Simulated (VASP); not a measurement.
# GaAg3S2 (P6/mmm) in VASP: a series of runs, part 2 of 2

VASP 6.6.1. The steps go on from the part before.

### Step 3. Single point, PBE

This run uses another cell than the first one, of 32.57 Å³/atom.

INCAR reads:

```
SYSTEM = GaAg3S2
ALGO = Normal
EDIFF = 1E-7
ENCUT = 520
GGA = PE
ISIF = 2
ISMEAR = 0
LASPH = .True.
LCHARG = .False.
LREAL = .False.
LWAVE = .False.
NBANDS = 38
NELM = 100
PREC = Accurate
SIGMA = 0.1
```

KPOINTS reads:

```
k-points
0
Gamma
  12 12 6
  0 0 0
```

POSCAR reads:

```
GaAg3S2
1.0
    5.5301707389      0.0000000000      0.0000000000
   -2.7650853695      4.7892683472      0.0000000000
    0.0000000000      0.0000000000      7.3789396445
Ga Ag S
1 3 2
Direct
    0.0000000000      0.0000000000      0.5000000000
    0.5000000000      0.0000000000      0.0000000000
    0.0000000000      0.5000000000      0.0000000000
    0.5000000000      0.5000000000      0.0000000000
    0.0000000000      0.0000000000      0.2136112832
    0.0000000000      0.0000000000      0.7863887168
```

Potentials or basis: VASP PAW PBE potentials, release 64 (Ga_d, Ag, S).

On the command line:

```bash
$ cat potpaw_PBE.64/Ga_d/POTCAR potpaw_PBE.64/Ag/POTCAR potpaw_PBE.64/S/POTCAR > POTCAR
$ mpirun -np 1 vasp_std > vasp.out
```

OUTCAR:

```text
SYSTEM = GaAg3S2
   EDIFF = 1E-7
   ENCUT = 520
   GGA = PE
   ISIF = 2
   ISMEAR = 0
   LASPH = .True.
   LREAL = .False.
   NELM = 100
   PREC = Accurate

 ion  position               nearest neighbor table
   1  0.000  0.000  0.500-   5 2.11   6 2.11
   2  0.500  0.000  0.000-   3 2.77   3 2.77   4 2.77   4 2.77   5 3.18   5 3.18   6 3.18   6 3.18

   3  0.000  0.500  0.000-   4 2.77   4 2.77   2 2.77   2 2.77   5 3.18   6 3.18   5 3.18   6 3.18

   4  0.500  0.500  0.000-   3 2.77   3 2.77   2 2.77   2 2.77   5 3.18   6 3.18   5 3.18   6 3.18

   5  0.000  0.000  0.214-   1 2.11   2 3.18   2 3.18   4 3.18   4 3.18   3 3.18   3 3.18
   6  0.000  0.000  0.786-   1 2.11   2 3.18   2 3.18   4 3.18   4 3.18   3 3.18   3 3.18

  LATTYP: Found a hexagonal cell.
 ALAT       =     5.5301707389
 C/A-ratio  =     1.3343059361

  Lattice vectors:

 A1 = (   5.5301707389,   0.0000000000,   0.0000000000)
 A2 = (  -2.7650853695,   4.7892683472,   0.0000000000)
 A3 = (   0.0000000000,   0.0000000000,   7.3789396445)

Analysis of symmetry for initial positions (statically):
=====================================================================
 Subroutine PRICEL returns:
 Original cell was already a primitive cell.

 Routine SETGRP: Setting up the symmetry group for a
 hexagonal supercell.

 Subroutine GETGRP returns: Found 24 space group operations
 (whereof 24 operations were pure point group operations)
 out of a pool of 24 trial point group operations.

The static configuration has the point symmetry D_6h.

Analysis of symmetry for dynamics (positions and initial velocities):
=====================================================================
 Subroutine PRICEL returns:
 Original cell was already a primitive cell.

 Routine SETGRP: Setting up the symmetry group for a
 hexagonal supercell.

 Subroutine GETGRP returns: Found 24 space group operations
 (whereof 24 operations were pure point group operations)
 out of a pool of 24 trial point group operations.
[... 131 lines left out ...]
  Fermi-wavevector in a.u.,A,eV,Ry     =   1.091986  2.063554 16.224032  1.192433
  Thomas-Fermi vector in A             =   2.228242
   LORBIT       =      0    0 simple, 1 ext, 2 COOP (PROOUT), +10 PAW based schemes
   GGA     = PE    functional components
   LHFCALC =     F    Hartree Fock is set to
   AEXX    =    0.0000 exact exchange contribution
   IVDW    =     0    specifies the selected vdW correction
   LEPSILON=     F    determine dielectric tensor
   LRPA    =     F    only Hartree local field effects (RPA)
 non-spin polarized calculation
 Gauss-broadening in eV      SIGMA  =   0.10
  energy-cutoff  :      520.00
  volume of cell :      195.43
 maximum number of plane-waves:      5289
 NGX is ok and might be reduce to    42
   NGX = 21   NGY = 21   NGZ = 27

 number of electron      58.0000001 magnetization

 Free energy of the ion-electron system (eV)
  ---------------------------------------------------
  ext. energy  EPLUGINS =         0.00000000
  ---------------------------------------------------
  free energy    TOTEN  =       -17.34215895 eV

  energy without entropy =      -17.33160583  energy(sigma->0) =      -17.33688239

 E-fermi :   1.8683     XC(G=0):  -7.7007

 val. band max:        1.8678247566   @ k =   0.3333   0.0833   0.0000
 cond. band min:       1.8697230358   @ k =   0.2500   0.2500   0.0000
 fundamental gap:      0.0018982792
 Fermi energy:         1.8682851377

 k-point     1 :       0.0000    0.0000    0.0000
  band No.  band energies     occupation
      1     -14.3854      2.00000
      2     -13.9398      2.00000
      3     -13.9398      2.00000
      4     -13.8580      2.00000
      5     -13.8580      2.00000
      6     -11.0360      2.00000
[... 973 lines left out ...]
     37       6.9730      0.00000
     38       7.8327      0.00000

 [... further k-points ...]

------------------------ aborting loop because EDIFF is reached ----------------------------------------

  FORCE on cell =-STRESS in cart. coord.  units (eV):
  Direction    XX          YY          ZZ          XY          YZ          ZX
  --------------------------------------------------------------------------------------
  -------------------------------------------------------------------------------------
  Total       -0.0643128     -0.0643128     -0.2640376      0.0000000     -0.0000000      0.0000000
  in kB       -0.5272377     -0.5272377     -2.1645855      0.0000000     -0.0000000      0.0000000
  external PRESSURE =      -1.0730203 kB  Pullay stress =       0.0000000 kB

 VOLUME and BASIS-vectors are now :
 -----------------------------------------------------------------------------
  energy-cutoff  :      520.00
  volume of cell :      195.43
      direct lattice vectors                 reciprocal lattice vectors
     5.530170739  0.000000000  0.000000000     0.180826243  0.104400080  0.000000000
    -2.765085369  4.789268347  0.000000000     0.000000000  0.208800161  0.000000000
     0.000000000  0.000000000  7.378939644     0.000000000  0.000000000  0.135520827

 POSITION                                       TOTAL-FORCE (eV/Angst)
 -----------------------------------------------------------------------------------
      0.00000      0.00000      3.68947        -0.000000     -0.000000      0.000000
      2.76509      0.00000      0.00000        -0.000000     -0.000000      0.000000
     -1.38254      2.39463      0.00000        -0.000000     -0.000000      0.000000
      1.38254      2.39463      0.00000        -0.000000     -0.000000      0.000000
      0.00000      0.00000      1.57622        -0.000000     -0.000000      0.045851
      0.00000      0.00000      5.80271         0.000000      0.000000     -0.045851
 -----------------------------------------------------------------------------------
    total drift:                                0.000000      0.000000     -0.000000

  FREE ENERGIE OF THE ION-ELECTRON SYSTEM (eV)
  ---------------------------------------------------
  free  energy   TOTEN  =       -17.3421589514 eV

  energy  without entropy=      -17.3316058292  energy(sigma->0) =      -17.33688239
```

OSZICAR:

```text
N       E                     dE             d eps       ncg     rms          rms(c)
DAV:   1     0.439714022565E+03    0.43971E+03   -0.26109E+04  6342   0.158E+03
DAV:   2     0.282351544400E+02   -0.41148E+03   -0.39144E+03  6316   0.429E+02
DAV:   3    -0.166011803920E+02   -0.44836E+02   -0.43968E+02  6770   0.109E+02
DAV:   4    -0.185843146626E+02   -0.19831E+01   -0.19757E+01  6594   0.264E+01
DAV:   5    -0.186415216781E+02   -0.57207E-01   -0.57189E-01  7002   0.393E+00    0.128E+01
DAV:   6    -0.173388876456E+02    0.13026E+01   -0.26490E+00  7378   0.187E+01    0.930E+00
DAV:   7    -0.173555869589E+02   -0.16699E-01   -0.10361E+00  6378   0.423E+00    0.308E+00
DAV:   8    -0.173388229157E+02    0.16764E-01   -0.82760E-02  7630   0.228E+00    0.121E+00
DAV:   9    -0.173387476483E+02    0.75267E-04   -0.26991E-02  6466   0.111E+00    0.313E-01
DAV:  10    -0.173401700143E+02   -0.14224E-02   -0.24074E-03  6670   0.257E-01    0.162E-01
DAV:  11    -0.173417440400E+02   -0.15740E-02   -0.96230E-04  6538   0.153E-01    0.832E-02
DAV:  12    -0.173420459517E+02   -0.30191E-03   -0.20895E-04  6484   0.811E-02    0.215E-02
DAV:  13    -0.173421497214E+02   -0.10377E-03   -0.10166E-04  6004   0.508E-02    0.101E-02
DAV:  14    -0.173421580570E+02   -0.83356E-05   -0.12308E-05  7254   0.195E-02    0.812E-03
DAV:  15    -0.173421589502E+02   -0.89318E-06   -0.12809E-06  6368   0.695E-03    0.326E-03
DAV:  16    -0.173421589514E+02   -0.11742E-08   -0.11728E-07  5706   0.194E-03
   1 F= -.17342159E+02 E0= -.17336882E+02  d E =-.105531E-01
```

stdout:

```text
POSCAR found type information on POSCAR GaAgS
 POSCAR found :  3 types and       6 ions
 scaLAPACK will be used
 LDA part: xc-table for (Slater+PW92), standard interpolation
 POSCAR, INCAR and KPOINTS ok, starting setup
 FFT: planning ... GRIDC
 FFT: planning ... GRID_SOFT
 FFT: planning ... GRID
 WAVECAR not read
 entering main loop
```

It took 5.1 min on 1 thread of Intel Xeon 6975P-C (Granite Rapids), shared host; peak memory 0.64 GiB.

Results:

```
Free energy            : -17.3422 eV
Pressure               : -0.1 GPa
Largest force          : 0.046 eV/Å
Band gap on the k mesh : zero (bands 29 and 30 overlap by 0.64 eV)
```

Forces in eV/Å, atoms in the order of the input:
```
Ga   0.000  0.000  0.000
Ag   0.000  0.000  0.000
Ag   0.000  0.000  0.000
Ag   0.000  0.000  0.000
S    0.000  0.000  0.046
S    0.000  0.000 -0.046
```

Stress tensor (GPa, compression positive):
```
-0.05  0.00  0.00
 0.00 -0.05  0.00
 0.00  0.00 -0.22
```

Levels at points of the mesh, in eV from the Fermi level:
```tsv
k point	band 26	band 27	band 28	band 29	band 30	band 31	band 32	band 33
(0.00, 0.00, 0.00)	-2.05	-1.91	-1.27	-1.27	1.51	2.08	2.15	2.15
(0.50, 0.00, 0.00)	-2.27	-2.09	-1.48	-0.90	-0.15	1.16	2.09	2.44
(0.00, 0.00, 0.50)	-1.91	-1.87	-1.87	-1.35	1.25	2.09	3.24	3.24
(0.50, 0.00, 0.50)	-2.82	-2.05	-1.80	-0.54	0.72	2.20	2.62	3.00
```

The gap in the log of VASP goes by the Fermi energy; the results here count the filled bands.